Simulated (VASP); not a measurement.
# Au (R-3m) in VASP: single point with r2SCAN

Aim: the single point of Au with r2SCAN.

Everything below comes from runs of VASP 6.6.1. Logs are shortened: lines on timing, memory, paths and dates and some standing lists are left out, and cuts for length are marked.

## 1. The cell of the first run

Symmetry: R-3m, No. 166, trigonal system. Conventional cell: a = 3.131 Å, b = 3.131 Å, c = 6.065 Å, α = 90.00°, β = 90.00°, γ = 120.00°. Within 3.6 Å of Au (site symmetry -3m) lie 12 Au at 2.71 to 3.13 Å.

## 2. Single point, r2SCAN

Contents of POSCAR:

```
Au
1.0
    2.7122190000      0.0000000000      0.0000000000
    0.9044640000      2.5569680000      0.0000000000
    0.9044640000      0.6394520000      2.4757190000
Au
1
Direct
    0.0000000000      0.0000000000      0.0000000000
```

Contents of INCAR.step1:

```
PREC = Accurate ; ENCUT = 520
ISMEAR = 0 ; SIGMA = 0.0425
LREAL = F ; LASPH = T
NELM = 100 ; NBANDS = 12
GGA = PE ; ALGO = Normal
EDIFF = 1E-4 ; LWAVE = T
LCHARG = F
```

Contents of INCAR.step2:

```
PREC = Accurate ; ENCUT = 520
EDIFF = 1E-6 ; ISMEAR = 0
SIGMA = 0.0425 ; LREAL = F
LASPH = T ; NELM = 100
ALGO = Normal ; ISIF = 2
LWAVE = F ; LCHARG = F
METAGGA = R2SCAN ; LMIXTAU = T
NBANDS = 12 ; ISTART = 1
```

Contents of KPOINTS:

```
regular mesh
0
Gamma
  13 13 13
```

Potentials or basis: VASP PAW PBE potentials, release 64 (Au).

On the command line:

```sh
$ cat potpaw_PBE.64/Au/POTCAR > POTCAR
$ cp INCAR.step1 INCAR
$ mpirun -np 1 vasp_std > vasp.out
$ cp INCAR.step2 INCAR
$ mpirun -np 1 vasp_std > vasp.out
```

OUTCAR:

```text
PREC = Accurate
   ENCUT = 520
   EDIFF = 1E-6
   ISMEAR = 0
   LREAL = F
   LASPH = T
   NELM = 100
   ISIF = 2
   METAGGA = R2SCAN
   ISTART = 1

 ion  position               nearest neighbor table
   1  0.000  0.000  0.000-

  LATTYP: Found a trigonal (rhomboedric) cell.
 ALAT       =     2.7122190000
 COS(alpha) =     0.3334773013

  Lattice vectors:

 A1 = (   2.7122190000,   0.0000000000,   0.0000000000)
 A2 = (   0.9044640000,   2.5569680000,   0.0000000000)
 A3 = (   0.9044640000,   0.6394520000,   2.4757190000)

Analysis of symmetry for initial positions (statically):
=====================================================================
 Subroutine PRICEL returns:
 Original cell was already a primitive cell.

 Routine SETGRP: Setting up the symmetry group for a
 trigonal (rhombohedral) supercell.

 Subroutine GETGRP returns: Found 12 space group operations
 (whereof 12 operations were pure point group operations)
 out of a pool of 12 trial point group operations.

The static configuration has the point symmetry D_3d.

Analysis of symmetry for dynamics (positions and initial velocities):
=====================================================================
 Subroutine PRICEL returns:
 Original cell was already a primitive cell.

 Routine SETGRP: Setting up the symmetry group for a
 trigonal (rhombohedral) supercell.

 Subroutine GETGRP returns: Found 12 space group operations
 (whereof 12 operations were pure point group operations)
 out of a pool of 12 trial point group operations.

The dynamic configuration has the point symmetry D_3d.

 Subroutine INISYM returns: Found 12 space group operations
 (whereof 12 operations are pure point group operations),
 and found     1 'primitive' translations

----------------------------------------------------------------------------------------

                                     Primitive cell

  volume of cell :      17.1693

  direct lattice vectors                    reciprocal lattice vectors
     2.712219000  0.000000000  0.000000000     0.368701790 -0.130419112 -0.101013376
     0.904464000  2.556968000  0.000000000     0.000000000  0.391088195 -0.101013939
     0.904464000  0.639452000  2.475719000     0.000000000  0.000000000  0.403923062

  length of vectors
     2.712219000  2.712220581  2.712220226     0.403923083  0.403923003  0.403923062

  position of ions in fractional coordinates (direct lattice)
     0.000000000  0.000000000  0.000000000

  ion indices of the primitive-cell ions
   primitive index   ion index
                 1           1

----------------------------------------------------------------------------------------

 KPOINTS: regular mesh

Automatic generation of k-mesh.
 Grid dimensions read from file:
 generate k-points for:   13   13   13

 Generating k-lattice:

  Cartesian coordinates                     Fractional coordinates (reciprocal lattice)
     0.028361676 -0.010032239 -0.007770260     0.076923077  0.000000000  0.000000000
     0.000000000  0.030083707 -0.007770303     0.000000000  0.076923077  0.000000000
     0.000000000  0.000000000  0.031071005     0.000000000  0.000000000  0.076923077

  Length of vectors
     0.031071006  0.031071000  0.031071005

  Shift w.r.t. Gamma in fractional coordinates (k-lattice)
     0.000000000  0.000000000  0.000000000

 Subroutine IBZKPT returns following result:
 ===========================================

 Found    231 irreducible k-points:

 Following reciprocal coordinates:
            Coordinates               Weight
  0.000000  0.000000  0.000000      1.000000
  0.076923  0.000000  0.000000      6.000000
  0.153846 -0.000000  0.000000      6.000000
  0.230769  0.000000  0.000000      6.000000
  0.307692 -0.000000  0.000000      6.000000
  0.384615  0.000000  0.000000      6.000000
[... 16 lines left out ...]
  0.384615  0.153846  0.000000     12.000000
  0.461538  0.153846  0.000000     12.000000
 [... further k-points ...]
   k-points           NKPTS =    231   k-points in BZ     NKDIM =    231   number of bands    NBANDS=     12
   number of dos      NEDOS =    301   number of ions     NIONS =      1
   total plane-waves  NPLWV =   8000
   dimension x,y,z NGX =    20 NGY =   20 NGZ =   20
   dimension x,y,z NGXF=    40 NGYF=   40 NGZF=   40
   ions per type =               1
   NGX,Y,Z   is equivalent  to a cutoff of  12.26, 12.26, 12.26 a.u.
   NGXF,Y,Z  is equivalent  to a cutoff of  24.52, 24.52, 24.52 a.u.
 SYSTEM =  unknown system
   PREC   = accura    normal or accurate (medium, high low for compatibility)
   ISTART =      1    job   : 0-new  1-cont  2-samecut
   ICHARG =      0    charge: 1-file 2-atom 10-const
   ISPIN  =      1    spin polarized calculation?
   LNONCOLLINEAR =      F non collinear calculations
   LSORBIT =      F    spin-orbit coupling
   LASPH  =      T    aspherical Exc in radial PAW
   ENCUT  =  520.0 eV  38.22 Ry    6.18 a.u.   5.04  5.04  5.04*2*pi/ulx,y,z
   NELM   =    100;   NELMIN=  2; NELMDL=  0     # of ELM steps
   EDIFF  = 0.1E-05   stopping-criterion for ELM
   LREAL  =      F    real-space projection
   EDIFFG = 0.1E-04   stopping-criterion for IOM
   NSW    =      0    number of steps for IOM
   IBRION =     -1    ionic relax: 0-MD 1-quasi-New 2-CG
   NFREE  =      0    steps in history (QN), initial steepest desc. (CG)
   ISIF   =      2    stress and relaxation
   ISYM   =      2    0-nonsym 1-usesym 2-fastsym
   POTIM  = 0.5000    time-step for ionic-motion
   TEBEG  =    0.0;   TEEND  =   0.0 temperature during run
   PSTRESS=    0.0 pullay stress
   NELECT =      11.0000    total number of electrons
   NUPDOWN=      -1.0000    fix difference up-down
   EMIN   =  10.00;   EMAX   =-10.00  energy-range for DOS
   EFERMI =   0.00;   METHOD = LEGACY
   ISMEAR =     0;   SIGMA  =   0.04  broadening in eV -4-tet -1-fermi 0-gaus
   EFERMI_NEDOS =   21; number of points for ismear=-14 and -15
   IALGO  =     38    algorithm
   IMIX   =      4    mixing-type and parameters
     AMIX     =   0.40;   BMIX     =  1.00
     AMIX_MAG =   1.60;   BMIX_MAG =  1.00
  volume/ion in A,a.u.               =      17.17       115.86
  Fermi-wavevector in a.u.,A,eV,Ry     =   1.411308  2.666986 27.099967  1.991791
  Thomas-Fermi vector in A             =   2.533173
   LORBIT       =      0    0 simple, 1 ext, 2 COOP (PROOUT), +10 PAW based schemes
   METAGGA = R2SCAN    functional components
   LHFCALC =     F    Hartree Fock is set to
   AEXX    =    0.0000 exact exchange contribution
   IVDW    =     0    specifies the selected vdW correction
   LEPSILON=     F    determine dielectric tensor
   LRPA    =     F    only Hartree local field effects (RPA)
 non-spin polarized calculation
 Gauss-broadening in eV      SIGMA  =   0.04
  energy-cutoff  :      520.00
  volume of cell :       17.17
 maximum number of plane-waves:       476
   NGX = 11   NGY = 11   NGZ = 11

 number of electron      10.9999997 magnetization

 Free energy of the ion-electron system (eV)
  ---------------------------------------------------
  ext. energy  EPLUGINS =         0.00000000
  ---------------------------------------------------
  free energy    TOTEN  =       -50.48641854 eV

  energy without entropy =      -50.48609847  energy(sigma->0) =      -50.48625850

 E-fermi :   9.2366     XC(G=0): -13.5247

 val. band max:        9.2166794379   @ k =   0.4615   0.2308   0.1538
 cond. band min:       9.2586751463   @ k =   0.4615   0.2308   0.2308
 fundamental gap:      0.0419957085
 Fermi energy:         9.2365824332

 k-point     1 :       0.0000    0.0000    0.0000
  band No.  band energies     occupation
      1      -0.8225      2.00000
      2       3.0538      2.00000
      3       3.0538      2.00000
      4       5.7855      2.00000
      5       6.2368      2.00000
      6       6.2368      2.00000
      7      23.9739      0.00000
      8      26.4455      0.00000
      9      26.4455      0.00000
     10      33.1955      0.00000
     11      35.1028      0.00000
     12      35.9311      0.00000

 k-point     2 :       0.0769    0.0000    0.0000
  band No.  band energies     occupation
      1      -0.6332      2.00000
      2       3.0749      2.00000
      3       3.1152      2.00000
      4       5.7831      2.00000
      5       6.1886      2.00000
      6       6.2173      2.00000
      7      24.0388      0.00000
      8      25.5524      0.00000
      9      26.7530      0.00000
     10      33.6943      0.00000
     11      34.6605      0.00000
     12      34.6618      0.00000

 k-point     3 :       0.1538   -0.0000    0.0000
  band No.  band energies     occupation
      1      -0.1099      2.00000
      2       3.1203      2.00000
      3       3.3076      2.00000
      4       5.8037      2.00000
      5       6.0808      2.00000
      6       6.1794      2.00000
      7      22.6777      0.00000
      8      25.1104      0.00000
      9      27.5919      0.00000
     10      32.7850      0.00000
     11      32.8709      0.00000
     12      34.7901      0.00000
[... 286 lines left out ...]
 k-point    23 :       0.3846    0.1538    0.0000
  band No.  band energies     occupation
      1       1.8212      2.00000
      2       3.4690      2.00000
      3       3.9639      2.00000
      4       5.8911      2.00000
      5       6.3953      2.00000
      6       7.3567      2.00000
      7      16.1882      0.00000
      8      25.4547      0.00000
      9      26.0439      0.00000
     10      29.7121      0.00000
     11      32.2484      0.00000
     12      33.9548      0.00000

 k-point    24 :       0.4615    0.1538    0.0000
  band No.  band energies     occupation
      1       1.9144      2.00000
      2       3.3106      2.00000
      3       4.4999      2.00000
      4       5.8241      2.00000
      5       6.5897      2.00000
      6       8.9505      2.00000
      7      13.4089      0.00000
      8      24.1789      0.00000
      9      25.9336      0.00000
     10      29.7705      0.00000
     11      33.5224      0.00000
     12      34.3434      0.00000

 [... further k-points ...]

------------------------ aborting loop because EDIFF is reached ----------------------------------------

  FORCE on cell =-STRESS in cart. coord.  units (eV):
  Direction    XX          YY          ZZ          XY          YZ          ZX
  --------------------------------------------------------------------------------------
  -------------------------------------------------------------------------------------
  Total        1.3925112      1.1589541      1.0655654      0.3301421      0.1807824      0.2557046
  in kB      129.9444939    108.1497277     99.4350082     30.8077613     16.8700071     23.8614951
  external PRESSURE =     112.5097432 kB  Pullay stress =       0.0000000 kB

 VOLUME and BASIS-vectors are now :
 -----------------------------------------------------------------------------
  energy-cutoff  :      520.00
  volume of cell :       17.17
      direct lattice vectors                 reciprocal lattice vectors
     2.712219000  0.000000000  0.000000000     0.368701790 -0.130419112 -0.101013376
     0.904464000  2.556968000  0.000000000     0.000000000  0.391088195 -0.101013939
     0.904464000  0.639452000  2.475719000     0.000000000  0.000000000  0.403923062

 POSITION                                       TOTAL-FORCE (eV/Angst)
 -----------------------------------------------------------------------------------
      0.00000      0.00000      0.00000         0.000000      0.000000      0.000000
 -----------------------------------------------------------------------------------
    total drift:                                0.000000      0.000000      0.000000

  FREE ENERGIE OF THE ION-ELECTRON SYSTEM (eV)
  ---------------------------------------------------
  free  energy   TOTEN  =       -50.4864185396 eV

  energy  without entropy=      -50.4860984658  energy(sigma->0) =      -50.48625850
```

It took 2.8 min on 1 thread of Intel Xeon 8259CL, shared host; peak memory 0.16 GiB.

Results:

```
Free energy            : -50.4864 eV
Pressure               : 11.3 GPa
Band gap on the k mesh : zero (an odd number of electrons rules out a gap without spin polarisation)
```

Levels at points of the mesh, in eV from the Fermi level:
| k point | band 3 | band 4 | band 5 | band 6 | band 7 | band 8 | band 9 | band 10 |
| --- | --- | --- | --- | --- | --- | --- | --- | --- |
| (0.00, 0.00, 0.00) | -6.18 | -3.45 | -3.00 | -3.00 | 14.74 | 17.21 | 17.21 | 23.96 |

Caveat: the cell stands under pressure; the PAW data sets were made with another functional, which shifts forces and pressure a little; spin-orbit coupling is left out, which moves the levels of the heavy elements.
